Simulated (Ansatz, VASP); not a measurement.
One calculation of ZnS, two programs

The input INCAR:

```
PREC = Accurate
ENCUT = 500
EDIFF = 1E-6
ISMEAR = 0
SIGMA = 0.02
LREAL = False
LASPH = True
NELM = 120
ALGO = Normal
ISIF = 2
LWAVE = False
LCHARG = False
GGA = PE
NBANDS = 16
GGA_COMPAT = False
```

The input KPOINTS:

```
regular mesh
0
Gamma
  8 8 8
```

File POSCAR:

```
ZnS
1.0
    0.0000000000      2.7218243422      2.7218243422
    2.7218243422      0.0000000000      2.7218243422
    2.7218243422      2.7218243422      0.0000000000
Zn S
1 1
Direct
    0.0000000000      0.0000000000      0.0000000000
    0.2500000000      0.2500000000      0.2500000000
```

Input for Ansatz:

```yaml
crystal:
  lattice:
    - [0.0, 2.7218243422, 2.7218243422]
    - [2.7218243422, 0.0, 2.7218243422]
    - [2.7218243422, 2.7218243422, 0.0]
  atoms:
    - { symbol: Zn, position: [0.0, 0.0, 0.0] }
    - { symbol: S, position: [0.25, 0.25, 0.25] }
basis:
  ecutwfc: 420
kpoints:
  mp_grid: { grid: [8, 8, 8] }
  band_path:
    path:
      - [[0.0, 0.0, 0.0], [-0.5, -0.5, 0.0], [-0.375, -0.375, 0.25]]
      - [[-0.375, 0.0, 0.375], [0.0, 0.0, 0.0], [0.0, 0.0, 0.5], [-0.5, -0.25, 0.25], [-0.5, -0.5, 0.0]]
    npoints: 10
hamiltonian:
  xc: pbe
  pseudopotentials: { kind: paw, azcp: { folder: soft_1 } }
scf:
  occupations: { method: gaussian, width: 0.02 }
  n_extra_bands: 7
output:
  forces: true
  stress: true
  eigenvalues: true
  write_density: true
  write_potential: true
  elf: true
  volumetric_format: npy
```

Alike in both runs: task single point; functional PBE; k mesh 8 × 8 × 8; occupations gaussian, width 0.02 eV; no spin polarisation.

|  | VASP | Ansatz |
| --- | --- | --- |
| version | VASP 6.6.1 | Ansatz 0.2.0 |
| potentials or method | VASP PAW PBE potentials, release 64 (Zn, S), cutoff 500 eV | scalar-relativistic, plane waves, PAW |
| valence electrons in the cell | 18 | 18 |

```csv
,VASP,Ansatz,Ansatz less VASP
gap on the k mesh at the Fermi level (eV),2.02,2.01,-0.007
least direct gap on the mesh (eV),2.02,2.01,-0.007
pressure (GPa),0.1,0.0,-0.13
```
